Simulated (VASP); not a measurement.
# Pb (Fm-3m) in VASP: notebook, part 2 of 3

VASP 6.6.1.

## (4) Single point, LDA

Input file INCAR:

```
PREC = Accurate ; ENCUT = 500
EDIFF = 1E-6 ; ISMEAR = -1
SIGMA = 0.05 ; LREAL = False
LASPH = True ; NELM = 120
ALGO = Normal ; ISIF = 2
LWAVE = False ; LCHARG = True
GGA = CA ; LELF = True
LVHAR = True ; NBANDS = 13
GGA_COMPAT = False
```

Input file KPOINTS:

```
regular mesh
0
Gamma
  11 11 11
```

Input file POSCAR:

```
Pb
1.0
    0.0000000000      2.4679610000      2.4679610000
    2.4679610000      0.0000000000      2.4679610000
    2.4679610000      2.4679610000      0.0000000000
Pb
1
Direct
    0.0000000000      0.0000000000      0.0000000000
```

Potentials or basis: VASP PAW LDA potentials, release 64 (Pb_d).

The run is started by

```bash
$ cat potpaw_LDA.64/Pb_d/POTCAR > POTCAR
$ mpirun -np 1 vasp_std > vasp.out
```

OUTCAR:

```text
PREC = Accurate
   ENCUT = 500
   EDIFF = 1E-6
   ISMEAR = -1
   LREAL = False
   LASPH = True
   NELM = 120
   ISIF = 2
   GGA = CA

 ion  position               nearest neighbor table
   1  0.000  0.000  0.000-

  LATTYP: Found a face centered cubic cell.
 ALAT       =     4.9359220000

  Lattice vectors:

 A1 = (   0.0000000000,   2.4679610000,   2.4679610000)
 A2 = (   2.4679610000,   0.0000000000,   2.4679610000)
 A3 = (   2.4679610000,   2.4679610000,   0.0000000000)

Analysis of symmetry for initial positions (statically):
=====================================================================
 Subroutine PRICEL returns:
 Original cell was already a primitive cell.

 Routine SETGRP: Setting up the symmetry group for a
 face centered cubic supercell.

 Subroutine GETGRP returns: Found 48 space group operations
 (whereof 48 operations were pure point group operations)
 out of a pool of 48 trial point group operations.

The static configuration has the point symmetry O_h .

Analysis of symmetry for dynamics (positions and initial velocities):
=====================================================================
 Subroutine PRICEL returns:
 Original cell was already a primitive cell.

 Routine SETGRP: Setting up the symmetry group for a
 face centered cubic supercell.

 Subroutine GETGRP returns: Found 48 space group operations
 (whereof 48 operations were pure point group operations)
 out of a pool of 48 trial point group operations.

The dynamic configuration has the point symmetry O_h .

 Subroutine INISYM returns: Found 48 space group operations
 (whereof 48 operations are pure point group operations),
 and found     1 'primitive' translations

----------------------------------------------------------------------------------------

                                     Primitive cell

  volume of cell :      30.0639

  direct lattice vectors                    reciprocal lattice vectors
     0.000000000  2.467961000  2.467961000    -0.202596394  0.202596394  0.202596394
     2.467961000  0.000000000  2.467961000     0.202596394 -0.202596394  0.202596394
     2.467961000  2.467961000  0.000000000     0.202596394  0.202596394 -0.202596394

  length of vectors
     3.490223918  3.490223918  3.490223918     0.350907248  0.350907248  0.350907248

  position of ions in fractional coordinates (direct lattice)
     0.000000000  0.000000000  0.000000000

  ion indices of the primitive-cell ions
   primitive index   ion index
                 1           1

----------------------------------------------------------------------------------------

 KPOINTS: regular mesh

Automatic generation of k-mesh.
 Grid dimensions read from file:
 generate k-points for:   11   11   11

 Generating k-lattice:

  Cartesian coordinates                     Fractional coordinates (reciprocal lattice)
    -0.018417854  0.018417854  0.018417854     0.090909091  0.000000000  0.000000000
     0.018417854 -0.018417854  0.018417854     0.000000000  0.090909091  0.000000000
     0.018417854  0.018417854 -0.018417854     0.000000000  0.000000000  0.090909091

  Length of vectors
     0.031900659  0.031900659  0.031900659

  Shift w.r.t. Gamma in fractional coordinates (k-lattice)
     0.000000000  0.000000000  0.000000000

 Subroutine IBZKPT returns following result:
 ===========================================

 Found     56 irreducible k-points:

 Following reciprocal coordinates:
            Coordinates               Weight
  0.000000  0.000000  0.000000      1.000000
  0.090909  0.000000  0.000000      8.000000
  0.181818  0.000000  0.000000      8.000000
  0.272727  0.000000  0.000000      8.000000
  0.363636  0.000000  0.000000      8.000000
  0.454545  0.000000  0.000000      8.000000
[... 16 lines left out ...]
 -0.272727  0.181818  0.000000     24.000000
 -0.181818  0.181818  0.000000     12.000000
 [... further k-points ...]
   k-points           NKPTS =     56   k-points in BZ     NKDIM =     56   number of bands    NBANDS=     13
   number of dos      NEDOS =    301   number of ions     NIONS =      1
   total plane-waves  NPLWV =  21952
   dimension x,y,z NGX =    28 NGY =   28 NGZ =   28
   dimension x,y,z NGXF=    56 NGYF=   56 NGZF=   56
   ions per type =               1
   NGX,Y,Z   is equivalent  to a cutoff of  13.34, 13.34, 13.34 a.u.
   NGXF,Y,Z  is equivalent  to a cutoff of  26.67, 26.67, 26.67 a.u.
 SYSTEM =  unknown system
   PREC   = accura    normal or accurate (medium, high low for compatibility)
   ISTART =      0    job   : 0-new  1-cont  2-samecut
   ICHARG =      2    charge: 1-file 2-atom 10-const
   ISPIN  =      1    spin polarized calculation?
   LNONCOLLINEAR =      F non collinear calculations
   LSORBIT =      F    spin-orbit coupling
   LASPH  =      T    aspherical Exc in radial PAW
   ENCUT  =  500.0 eV  36.75 Ry    6.06 a.u.   6.36  6.36  6.36*2*pi/ulx,y,z
   NELM   =    120;   NELMIN=  2; NELMDL= -5     # of ELM steps
   EDIFF  = 0.1E-05   stopping-criterion for ELM
   LREAL  =      F    real-space projection
   EDIFFG = 0.1E-04   stopping-criterion for IOM
   NSW    =      0    number of steps for IOM
   IBRION =     -1    ionic relax: 0-MD 1-quasi-New 2-CG
   NFREE  =      0    steps in history (QN), initial steepest desc. (CG)
   ISIF   =      2    stress and relaxation
   ISYM   =      2    0-nonsym 1-usesym 2-fastsym
   POTIM  = 0.5000    time-step for ionic-motion
   TEBEG  =    0.0;   TEEND  =   0.0 temperature during run
   PSTRESS=    0.0 pullay stress
   NELECT =      14.0000    total number of electrons
   NUPDOWN=      -1.0000    fix difference up-down
   EMIN   =  10.00;   EMAX   =-10.00  energy-range for DOS
   EFERMI =   0.00;   METHOD = LEGACY
   ISMEAR =    -1;   SIGMA  =   0.05  broadening in eV -4-tet -1-fermi 0-gaus
   EFERMI_NEDOS =   21; number of points for ismear=-14 and -15
   IALGO  =     38    algorithm
   IMIX   =      4    mixing-type and parameters
     AMIX     =   0.40;   BMIX     =  1.00
     AMIX_MAG =   1.60;   BMIX_MAG =  1.00
  volume/ion in A,a.u.               =      30.06       202.88
  Fermi-wavevector in a.u.,A,eV,Ry     =   1.268925  2.397920 21.907695  1.610170
  Thomas-Fermi vector in A             =   2.401994
   LORBIT       =      0    0 simple, 1 ext, 2 COOP (PROOUT), +10 PAW based schemes
   GGA     = CA    functional components
   LHFCALC =     F    Hartree Fock is set to
   AEXX    =    0.0000 exact exchange contribution
   IVDW    =     0    specifies the selected vdW correction
   LEPSILON=     F    determine dielectric tensor
   LRPA    =     F    only Hartree local field effects (RPA)
 non-spin polarized calculation
  energy-cutoff  :      500.00
  volume of cell :       30.06
 maximum number of plane-waves:       777
 NGX is ok and might be reduce to    28
   NGX = 13   NGY = 13   NGZ = 13

 number of electron      13.9999999 magnetization

 Free energy of the ion-electron system (eV)
  ---------------------------------------------------
  ext. energy  EPLUGINS =         0.00000000
  ---------------------------------------------------
  free energy    TOTEN  =        -4.25465916 eV

  energy without entropy =       -4.25184605  energy(sigma->0) =       -4.25325260

 E-fermi :   7.1793     XC(G=0): -10.4964

 val. band max:        7.1682149850   @ k =   0.3636   0.2727   0.0000
 cond. band min:       7.2042344222   @ k =   0.2727   0.0000   0.0000
 fundamental gap:      0.0360194373
 Fermi energy:         7.1793279841

 k-point     1 :       0.0000    0.0000    0.0000
  band No.  band energies     occupation
      1      -9.9134      2.00000
      2      -9.9134      2.00000
      3      -9.9134      2.00000
      4      -9.7672      2.00000
      5      -9.7672      2.00000
      6      -4.7203      2.00000
      7      14.5189      0.00000
      8      14.5189      0.00000
      9      14.5189      0.00000
     10      16.9378      0.00000
     11      18.6813      0.00000
     12      19.6804      0.00000
     13      19.6804      0.00000
[... 353 lines left out ...]
 k-point    24 :      -0.1818    0.1818    0.0000
  band No.  band energies     occupation
      1      -9.9073      2.00000
      2      -9.8785      2.00000
      3      -9.8141      2.00000
      4      -9.7977      2.00000
      5      -9.6948      2.00000
      6      -3.0268      2.00000
      7       7.9203      0.00000
      8       9.6101      0.00000
      9      13.9169      0.00000
     10      16.8896      0.00000
     11      18.3036      0.00000
     12      19.5330      0.00000
     13      20.2166      0.00000

 [... further k-points ...]

------------------------ aborting loop because EDIFF is reached ----------------------------------------

  FORCE on cell =-STRESS in cart. coord.  units (eV):
  Direction    XX          YY          ZZ          XY          YZ          ZX
  --------------------------------------------------------------------------------------
  -------------------------------------------------------------------------------------
  Total       -0.3325561     -0.3325561     -0.3325561     -0.0000000     -0.0000000      0.0000000
  in kB      -17.7227288    -17.7227288    -17.7227288     -0.0000000     -0.0000000      0.0000000
  external PRESSURE =     -17.7227288 kB  Pullay stress =       0.0000000 kB

 VOLUME and BASIS-vectors are now :
 -----------------------------------------------------------------------------
  energy-cutoff  :      500.00
  volume of cell :       30.06
      direct lattice vectors                 reciprocal lattice vectors
     0.000000000  2.467961000  2.467961000    -0.202596394  0.202596394  0.202596394
     2.467961000  0.000000000  2.467961000     0.202596394 -0.202596394  0.202596394
     2.467961000  2.467961000  0.000000000     0.202596394  0.202596394 -0.202596394

 POSITION                                       TOTAL-FORCE (eV/Angst)
 -----------------------------------------------------------------------------------
      0.00000      0.00000      0.00000         0.000000      0.000000      0.000000
 -----------------------------------------------------------------------------------
    total drift:                               -0.000000     -0.000000     -0.000000

  FREE ENERGIE OF THE ION-ELECTRON SYSTEM (eV)
  ---------------------------------------------------
  free  energy   TOTEN  =        -4.2546591590 eV

  energy  without entropy=       -4.2518460483  energy(sigma->0) =       -4.25325260
```

stdout:

```text
POSCAR found type information on POSCAR Pb
 POSCAR found :  1 types and       1 ions
 scaLAPACK will be used
 LDA part: xc-table for (Slater(with rela. corr.)+CA(PZ))
 , standard interpolation
 POSCAR, INCAR and KPOINTS ok, starting setup
 FFT: planning ... GRIDC
 FFT: planning ... GRID_SOFT
 FFT: planning ... GRID
 WAVECAR not read
 entering main loop
```

Wall time 19 s (1 thread of Intel Xeon Platinum 8259CL at 2.50GHz (Skylake/Cascade Lake), shared host); peak memory 0.15 GiB.

Results:

```yaml
Free_energy: -4.2547 eV
Pressure: -1.8 GPa
Band_gap_on_the_k_mesh: zero (band 7 reaches 14.52 eV, above the bottom of band 8 at 5.64 eV)
```

Caveat: spin-orbit coupling is left out, which moves the levels of the heavy elements.

(Continued in part 3 of 3.)
